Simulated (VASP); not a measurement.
# BN (P1) in VASP: notebook

The runs below take BN through single point, with r2SCAN.

Everything below comes from runs of VASP 6.6.1. Logs are shortened: lines on timing, memory, paths and dates and some standing lists are left out, and cuts for length are marked.

### 1 The cell of the first run

The typed cell holds 4 atoms: a = 2.452 Å, b = 2.587 Å, c = 6.586 Å, α = 92.20°, β = 88.17°, γ = 122.62°.

### 2 Single point, r2SCAN (atoms moved at random and the cell strained at random)

Input file POSCAR:

```
BN
1.0
    2.4493224852     -0.0959604324      0.0387823161
   -1.3077654149      2.2316480405     -0.0484248667
    0.1031699760     -0.0891849289      6.5845701080
B N
2 2
Direct
    0.1655489604      0.5122544755      0.2808441466
    0.7532330751      0.4190445319      0.7286036994
    0.2459163443      0.6426148417      0.7686376618
    0.8353016202      0.4260861510      0.2219144921
```

Input file INCAR.step1:

```
ALGO = Normal
EDIFF = 1E-5
ENCUT = 660
GGA = PE
GGA_COMPAT = F
ISMEAR = 0
LASPH = T
LCHARG = F
LREAL = F
LWAVE = T
NBANDS = 16
NELM = 120
PREC = Accurate
SIGMA = 0.05
```

Input file INCAR.step2:

```
ALGO = Normal
EDIFF = 1E-6
ENCUT = 660
GGA_COMPAT = F
ISIF = 2
ISMEAR = 0
ISTART = 1
LASPH = T
LCHARG = T
LELF = T
LMIXTAU = T
LREAL = F
LVHAR = T
LWAVE = F
METAGGA = R2SCAN
NBANDS = 16
NELM = 120
PREC = Accurate
SIGMA = 0.05
```

Input file KPOINTS:

```
k-points
0
Gamma
  12 12 4
```

Potentials or basis: VASP PAW PBE potentials, release 64 (B, N).

The run is started by

```bash
$ cat potpaw_PBE.64/B/POTCAR potpaw_PBE.64/N/POTCAR > POTCAR
$ cp INCAR.step1 INCAR
$ mpirun -np 1 vasp_std > vasp.out
$ cp INCAR.step2 INCAR
$ mpirun -np 1 vasp_std > vasp.out
```

OUTCAR:

```text
EDIFF = 1E-6
   ENCUT = 660
   ISIF = 2
   ISMEAR = 0
   ISTART = 1
   LASPH = T
   LREAL = F
   METAGGA = R2SCAN
   NELM = 120
   PREC = Accurate

 ion  position               nearest neighbor table
   1  0.166  0.512  0.281-   4 0.82   4 1.80
   2  0.753  0.419  0.729-   3 1.06   3 1.64   3 1.73
   3  0.246  0.643  0.769-   2 1.06   2 1.64   2 1.73
   4  0.835  0.426  0.222-   1 0.82   1 1.80

 -----------------------------------------------------------------------------
|                                                                             |
|           W    W    AA    RRRRR   N    N  II  N    N   GGGG   !!!           |
|           W    W   A  A   R    R  NN   N  II  NN   N  G    G  !!!           |
|           W    W  A    A  R    R  N N  N  II  N N  N  G       !!!           |
|           W WW W  AAAAAA  RRRRR   N  N N  II  N  N N  G  GGG   !            |
|           WW  WW  A    A  R   R   N   NN  II  N   NN  G    G                |
|           W    W  A    A  R    R  N    N  II  N    N   GGGG   !!!           |
|                                                                             |
|     The distance between some ions is very small. Please check the          |
|     nearest-neighbor list in the OUTCAR file.                               |
|     I HOPE YOU KNOW WHAT YOU ARE DOING!                                     |
|                                                                             |
 -----------------------------------------------------------------------------

  LATTYP: Found a triclinic cell.
 ALAT       =     2.5870539857
 B/A-ratio  =     0.9360661990
 C/A-ratio  =     2.5457459464
 COS(alpha) =     0.0085390337
 COS(beta)  =     0.0383141953
 COS(gamma) =     0.5225391462

  Lattice vectors:

 A1 = (  -1.3077654149,   2.2316480405,  -0.0484248667)
 A2 = (   1.1415570703,   2.1356876081,  -0.0096425506)
 A3 = (  -0.1031699760,   0.0891849289,  -6.5845701080)

Analysis of symmetry for initial positions (statically):
=====================================================================
 Subroutine PRICEL returns:
 Original cell was already a primitive cell.

 Routine SETGRP: Setting up the symmetry group for a
 triclinic supercell.

 Subroutine GETGRP returns: Found  1 space group operations
 (whereof  1 operations were pure point group operations)
 out of a pool of  2 trial point group operations.

The static configuration has the point symmetry C_1 .

Analysis of symmetry for dynamics (positions and initial velocities):
=====================================================================
 Subroutine PRICEL returns:
 Original cell was already a primitive cell.

 Routine SETGRP: Setting up the symmetry group for a
 triclinic supercell.

 Subroutine GETGRP returns: Found  1 space group operations
 (whereof  1 operations were pure point group operations)
 out of a pool of  2 trial point group operations.

The dynamic configuration has the point symmetry C_1 .

 Subroutine INISYM returns: Found  1 space group operations
 (whereof  1 operations are pure point group operations),
 and found     1 'primitive' translations

----------------------------------------------------------------------------------------

                                     Primitive cell

  volume of cell :      35.1506

  direct lattice vectors                    reciprocal lattice vectors
     2.449322485 -0.095960432  0.038782316     0.417919554  0.244834409 -0.003231982
    -1.307765415  2.231648041 -0.048424867     0.017877343  0.458704352  0.005932826
     0.103169976 -0.089184929  6.584570108    -0.002330020  0.001931402  0.151932871

  length of vectors
     2.451508333  2.587053986  6.585982197     0.484366687  0.459090928  0.151963011

  position of ions in fractional coordinates (direct lattice)
     0.165548960  0.512254476  0.280844147
     0.753233075  0.419044532  0.728603699
     0.245916344  0.642614842  0.768637662
     0.835301620  0.426086151  0.221914492

  ion indices of the primitive-cell ions
   primitive index   ion index
                 1           1
                 2           2
                 3           3
                 4           4

----------------------------------------------------------------------------------------

 KPOINTS: k-points

Automatic generation of k-mesh.
 Grid dimensions read from file:
 generate k-points for:   12   12    4

 Generating k-lattice:

  Cartesian coordinates                     Fractional coordinates (reciprocal lattice)
     0.034826629  0.020402867 -0.000269332     0.083333333 -0.000000000  0.000000000
     0.001489779  0.038225363  0.000494402     0.000000000  0.083333333  0.000000000
    -0.000582505  0.000482850  0.037983218    -0.000000000  0.000000000  0.250000000

  Length of vectors
     0.040363891  0.038257577  0.037990753

  Shift w.r.t. Gamma in fractional coordinates (k-lattice)
     0.000000000  0.000000000  0.000000000

 Subroutine IBZKPT returns following result:
 ===========================================

 Found    292 irreducible k-points:

 Following reciprocal coordinates:
            Coordinates               Weight
  0.000000  0.000000  0.000000      1.000000
  0.083333 -0.000000  0.000000      2.000000
  0.166667 -0.000000  0.000000      2.000000
  0.250000  0.000000 -0.000000      2.000000
  0.333333 -0.000000  0.000000      2.000000
  0.416667  0.000000 -0.000000      2.000000
[... 16 lines left out ...]
  0.250000  0.166667  0.000000      2.000000
  0.333333  0.166667  0.000000      2.000000
 [... further k-points ...]
   k-points           NKPTS =    292   k-points in BZ     NKDIM =    292   number of bands    NBANDS=     16
   number of dos      NEDOS =    301   number of ions     NIONS =      4
   total plane-waves  NPLWV =  32256
   dimension x,y,z NGX =    24 NGY =   24 NGZ =   56
   dimension x,y,z NGXF=    48 NGYF=   48 NGZF=  112
   ions per type =               2   2
   NGX,Y,Z   is equivalent  to a cutoff of  16.28, 15.42, 14.14 a.u.
   NGXF,Y,Z  is equivalent  to a cutoff of  32.55, 30.85, 28.27 a.u.
 SYSTEM =  unknown system
   PREC   = accura    normal or accurate (medium, high low for compatibility)
   ISTART =      1    job   : 0-new  1-cont  2-samecut
   ICHARG =      0    charge: 1-file 2-atom 10-const
   ISPIN  =      1    spin polarized calculation?
   LNONCOLLINEAR =      F non collinear calculations
   LSORBIT =      F    spin-orbit coupling
   LASPH  =      T    aspherical Exc in radial PAW
   ENCUT  =  660.0 eV  48.51 Ry    6.96 a.u.   5.14  5.42 13.80*2*pi/ulx,y,z
   NELM   =    120;   NELMIN=  2; NELMDL=  0     # of ELM steps
   EDIFF  = 0.1E-05   stopping-criterion for ELM
   LREAL  =      F    real-space projection
[... 7 lines left out ...]
   TEBEG  =    0.0;   TEEND  =   0.0 temperature during run
   PSTRESS=    0.0 pullay stress
   NELECT =      16.0000    total number of electrons
   NUPDOWN=      -1.0000    fix difference up-down
   EMIN   =  10.00;   EMAX   =-10.00  energy-range for DOS
   EFERMI =   0.00;   METHOD = LEGACY
   ISMEAR =     0;   SIGMA  =   0.05  broadening in eV -4-tet -1-fermi 0-gaus
   EFERMI_NEDOS =   21; number of points for ismear=-14 and -15
   IALGO  =     38    algorithm
   IMIX   =      4    mixing-type and parameters
     AMIX     =   0.40;   BMIX     =  1.00
     AMIX_MAG =   1.60;   BMIX_MAG =  1.00
  volume/ion in A,a.u.               =       8.79        59.30
  Fermi-wavevector in a.u.,A,eV,Ry     =   1.259323  2.379776 21.577413  1.585895
  Thomas-Fermi vector in A             =   2.392889
   LORBIT       =      0    0 simple, 1 ext, 2 COOP (PROOUT), +10 PAW based schemes
   METAGGA = R2SCAN    functional components
   LHFCALC =     F    Hartree Fock is set to
   AEXX    =    0.0000 exact exchange contribution
   IVDW    =     0    specifies the selected vdW correction
   LEPSILON=     F    determine dielectric tensor
   LRPA    =     F    only Hartree local field effects (RPA)
 non-spin polarized calculation
 Gauss-broadening in eV      SIGMA  =   0.05
  energy-cutoff  :      660.00
  volume of cell :       35.15
 maximum number of plane-waves:      1382
 NGX is ok and might be reduce to    24
   NGX = 11   NGY = 11   NGZ = 27

 number of electron      16.0000001 magnetization

 Free energy of the ion-electron system (eV)
  ---------------------------------------------------
  ext. energy  EPLUGINS =         0.00000000
  ---------------------------------------------------
  free energy    TOTEN  =        -7.09947516 eV

  energy without entropy =       -7.09947516  energy(sigma->0) =       -7.09947516

 E-fermi :   3.2628     XC(G=0): -10.6562

 val. band max:        2.9355478103   @ k =  -0.0000   0.0000   0.5000
 cond. band min:       4.9688653411   @ k =  -0.4167   0.4167   0.0000
 fundamental gap:      2.0333175308
 Fermi energy:         3.2628409062

 k-point     1 :       0.0000    0.0000    0.0000
  band No.  band energies     occupation
      1     -17.2709      2.00000
      2     -15.6232      2.00000
      3      -5.4575      2.00000
      4      -3.1950      2.00000
      5      -2.3530      2.00000
      6      -0.8777      2.00000
[... 8 lines left out ...]
     15      16.8899      0.00000
     16      22.1091      0.00000

 k-point     2 :       0.0833   -0.0000    0.0000
  band No.  band energies     occupation
      1     -17.1464      2.00000
      2     -15.5122      2.00000
      3      -5.2997      2.00000
      4      -3.2006      2.00000
      5      -2.5020      2.00000
      6      -0.9333      2.00000
[... 8 lines left out ...]
     15      16.9213      0.00000
     16      21.4681      0.00000

 k-point     3 :       0.1667   -0.0000    0.0000
  band No.  band energies     occupation
      1     -16.7855      2.00000
      2     -15.1920      2.00000
      3      -4.8841      2.00000
      4      -3.5592      2.00000
      5      -2.6302      2.00000
      6      -1.0347      2.00000
[... 8 lines left out ...]
     15      16.9346      0.00000
     16      20.4075      0.00000

 k-point     4 :       0.2500    0.0000   -0.0000
  band No.  band energies     occupation
      1     -16.2321      2.00000
      2     -14.7065      2.00000
      3      -4.5842      2.00000
      4      -4.3675      2.00000
      5      -2.4812      2.00000
      6      -1.1199      2.00000
[... 8 lines left out ...]
     15      17.3076      0.00000
     16      20.5662      0.00000

 k-point     5 :       0.3333   -0.0000    0.0000
  band No.  band energies     occupation
      1     -15.5796      2.00000
      2     -14.1458      2.00000
      3      -5.5609      2.00000
      4      -4.6093      2.00000
      5      -2.0026      2.00000
      6      -1.3546      2.00000
[... 8 lines left out ...]
     15      18.7847      0.00000
     16      19.9627      0.00000

 k-point     6 :       0.4167    0.0000   -0.0000
  band No.  band energies     occupation
      1     -15.0049      2.00000
      2     -13.6666      2.00000
      3      -6.4503      2.00000
      4      -5.0823      2.00000
      5      -1.9973      2.00000
      6      -1.9058      2.00000
[... 8 lines left out ...]
     15      18.4009      0.00000
     16      19.0760      0.00000
[... 267 lines left out ...]
 k-point    21 :       0.0833    0.1667    0.0000
  band No.  band energies     occupation
      1     -16.3978      2.00000
      2     -14.7873      2.00000
      3      -4.5619      2.00000
      4      -3.9014      2.00000
      5      -2.8929      2.00000
      6      -2.0153      2.00000
[... 8 lines left out ...]
     15      18.1329      0.00000
     16      19.9383      0.00000

 k-point    22 :       0.1667    0.1667    0.0000
  band No.  band energies     occupation
      1     -15.8582      2.00000
      2     -14.2940      2.00000
      3      -4.7769      2.00000
      4      -4.4272      2.00000
      5      -2.9497      2.00000
      6      -1.7966      2.00000
[... 8 lines left out ...]
     15      17.7297      0.00000
     16      19.3789      0.00000

 k-point    23 :       0.2500    0.1667    0.0000
  band No.  band energies     occupation
      1     -15.2464      2.00000
      2     -13.7674      2.00000
      3      -5.5956      2.00000
      4      -4.8117      2.00000
      5      -2.7650      2.00000
      6      -2.5909      2.00000
[... 8 lines left out ...]
     15      17.6312      0.00000
     16      19.0197      0.00000

 k-point    24 :       0.3333    0.1667    0.0000
  band No.  band energies     occupation
      1     -14.7424      2.00000
      2     -13.3803      2.00000
      3      -6.2336      2.00000
      4      -5.0499      2.00000
      5      -3.2898      2.00000
      6      -2.9424      2.00000
[... 8 lines left out ...]
     15      17.8184      0.00000
     16      18.3815      0.00000

 [... further k-points ...]
[... 5 lines left out ...]
  --------------------------------------------------------------------------------------
  -------------------------------------------------------------------------------------
  Total      108.7932385     15.7052505     25.4634431     34.3833260     14.4277338     58.9794558
  in kB     4958.8356041    715.8510598   1160.6330496   1567.2045749    657.6213818   2688.3051656
  external PRESSURE =    2278.4399045 kB  Pullay stress =       0.0000000 kB

 VOLUME and BASIS-vectors are now :
 -----------------------------------------------------------------------------
  energy-cutoff  :      660.00
  volume of cell :       35.15
      direct lattice vectors                 reciprocal lattice vectors
     2.449322485 -0.095960432  0.038782316     0.417919554  0.244834409 -0.003231982
    -1.307765415  2.231648041 -0.048424867     0.017877343  0.458704352  0.005932826
     0.103169976 -0.089184929  6.584570108    -0.002330020  0.001931402  0.151932871

 POSITION                                       TOTAL-FORCE (eV/Angst)
 -----------------------------------------------------------------------------------
     -0.23545      1.10224      1.83085       126.442549     25.203901     60.711843
      1.37207      0.79790      4.80646       -32.695145    -16.457648     -3.813360
     -0.15876      1.34194      5.03957        32.753829     16.482664      3.768713
      1.51160      0.85093      1.47297      -126.501234    -25.228917    -60.667196
 -----------------------------------------------------------------------------------
    total drift:                               -0.000138     -0.000015      0.000044

  FREE ENERGIE OF THE ION-ELECTRON SYSTEM (eV)
  ---------------------------------------------------
  free  energy   TOTEN  =        -7.0994751581 eV

  energy  without entropy=       -7.0994751581  energy(sigma->0) =       -7.09947516
```

Wall time 16 min (1 thread of Oxide Virtual Turin-like, shared host); peak memory 0.28 GiB.

What came out:

```
Free energy            : -7.0995 eV
Pressure               : 227.8 GPa
Largest force          : 142.547 eV/Å
Band gap on the k mesh : 2.03 eV (least direct gap 2.60 eV)
```

Forces on the atoms (eV/Å):
```
B    126.443   25.204   60.712
B    -32.695  -16.458   -3.813
N     32.754   16.483    3.769
N   -126.501  -25.229  -60.667
```

Stress tensor (GPa, compression positive):
```
495.88 156.72 268.83
156.72  71.59  65.76
268.83  65.76 116.06
```

Levels at points of the mesh, in eV from the valence-band top:
| k point | band 6 | band 7 | band 8 | band 9 | band 10 | band 11 |
| --- | --- | --- | --- | --- | --- | --- |
| (0.00, 0.00, 0.00) | -3.81 | -2.12 | 0.00 | 2.60 | 6.84 | 7.80 |
| (0.50, 0.00, 0.00) | -4.96 | -3.28 | -2.26 | 2.63 | 3.25 | 8.95 |
| (0.00, 0.50, 0.00) | -5.22 | -3.62 | -3.37 | 4.45 | 5.17 | 7.12 |
| (0.50, 0.50, 0.00) | -3.88 | -3.36 | -1.26 | 2.05 | 3.93 | 6.37 |
| (0.00, 0.00, 0.50) | -3.70 | -2.12 | 0.00 | 3.08 | 7.12 | 7.83 |
| (0.50, 0.00, 0.50) | -4.97 | -3.10 | -2.45 | 2.84 | 3.00 | 9.01 |
| (0.00, 0.50, 0.50) | -4.98 | -3.94 | -3.30 | 4.62 | 5.38 | 7.25 |
| (0.50, 0.50, 0.50) | -3.86 | -3.74 | -1.27 | 2.17 | 4.17 | 6.46 |

Caveat: the cell differs from its parent crystal (atoms moved at random and the cell strained at random); atoms lie so close that the PAW spheres overlap strongly, which falsifies energies and pressures; the stress differs along the axes, from 72 to 496 GPa; the PAW data sets were made with another functional, which shifts forces and pressure a little.

(Part 1 of 2 ends here.)
